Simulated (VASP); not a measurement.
A run of VASP 6.6.1:

Contents of POSCAR:

```
B
1.0
    2.8989177887      1.6736909656      4.0032304757
   -2.8989177887      1.6736909656      4.0032304757
    0.0000000000     -3.3473819313      4.0032304756
B
15
Direct
    0.5000000000      0.5000000000      0.5000000000
    0.8068938072      0.3013293321      0.8068938072
    0.8068938072      0.8068938072      0.3013293321
    0.3013293321      0.8068938072      0.8068938072
    0.1931061928      0.6986706679      0.1931061928
    0.6986706679      0.1931061928      0.1931061928
    0.1931061928      0.1931061928      0.6986706679
    0.0051798960      0.3314289519      0.0051798960
    0.0051798960      0.0051798960      0.3314289519
    0.3314289519      0.0051798960      0.0051798960
    0.9948201040      0.6685710481      0.9948201040
    0.6685710481      0.9948201040      0.9948201040
    0.9948201040      0.9948201040      0.6685710481
    0.6342685260      0.6342685260      0.6342685260
    0.3657314740      0.3657314740      0.3657314740
```

File INCAR.step1:

```
  PREC = Accurate
  ENCUT = 520
  ISMEAR = 0
  SIGMA = 0.1
  LREAL = Auto
  LASPH = T
  NELM = 100
  NBANDS = 36
  GGA = PE
  ALGO = Normal
  EDIFF = 1E-4
  LWAVE = T
  LCHARG = F
```

INCAR.step2

```
  PREC = Accurate
  ENCUT = 520
  EDIFF = 1E-7
  ISMEAR = 0
  SIGMA = 0.1
  LREAL = Auto
  LASPH = T
  NELM = 100
  ALGO = Normal
  ISIF = 2
  LWAVE = F
  LCHARG = F
  METAGGA = R2SCAN
  LMIXTAU = T
  NBANDS = 36
  ISTART = 1
```

The input KPOINTS:

```
Automatic mesh
0
Gamma
  6 6 6
```

Potentials or basis: VASP PAW PBE potentials, release 64 (B).

The run is started by

```bash
$ cat potpaw_PBE.64/B/POTCAR > POTCAR
$ cp INCAR.step1 INCAR
$ mpirun -np 1 vasp_std > vasp.out
$ cp INCAR.step2 INCAR
$ mpirun -np 1 vasp_std > vasp.out
```

Hardware: 1 thread of Intel(R) Xeon(R) Platinum 8259CL CPU @ 2.50GHz (Skylake/Cascade Lake) (shared host).

Question: How long does it take, and how much memory?

Answer: It took 8.3 min on 1 thread of Intel(R) Xeon(R) Platinum 8259CL CPU @ 2.50GHz (Skylake/Cascade Lake) (shared host), peak memory 0.29 GiB. Counts: k points 32.
